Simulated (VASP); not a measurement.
Runs of VASP 6.6.1 on Al. The structure is that of space group R-3m (No. 166), or close to it. The cells are those of the table. 

| cell | further INCAR settings | gap on the mesh (eV) | pressure (GPa) |
| --- | --- | --- | --- |
| a = 2.540 Å, angles 95.9°, 1 atom | ALGO = Fast; EDIFF = 1e-06; NBANDS = 8 | none | 18.7 |
| a = 2.656 Å, angles 105.7°, 1 atom | ALGO = Fast; EDIFF = 1e-06; NBANDS = 8 | none | 7.3 |
| a = 3.003 Å, angles 114.3°, 1 atom | ALGO = Fast; EDIFF = 1e-06; NBANDS = 8 | none | 24.9 |
| a = 2.589 Å, angles 101.6°, 1 atom | ALGO = Fast; EDIFF = 1e-07; NBANDS = 8 | none | (a) |

Alike in all rows: task single point; level PBE; potentials or basis VASP PAW PBE potentials, release 64 (Al); no spin polarisation; k mesh 24 × 24 × 24; cutoff (eV) 520; smearing gaussian 0.15 eV.

Q: Fill in the values left out.

A: (a) 13.2.

A gap of «none» marks levels without a gap at the run's occupations.
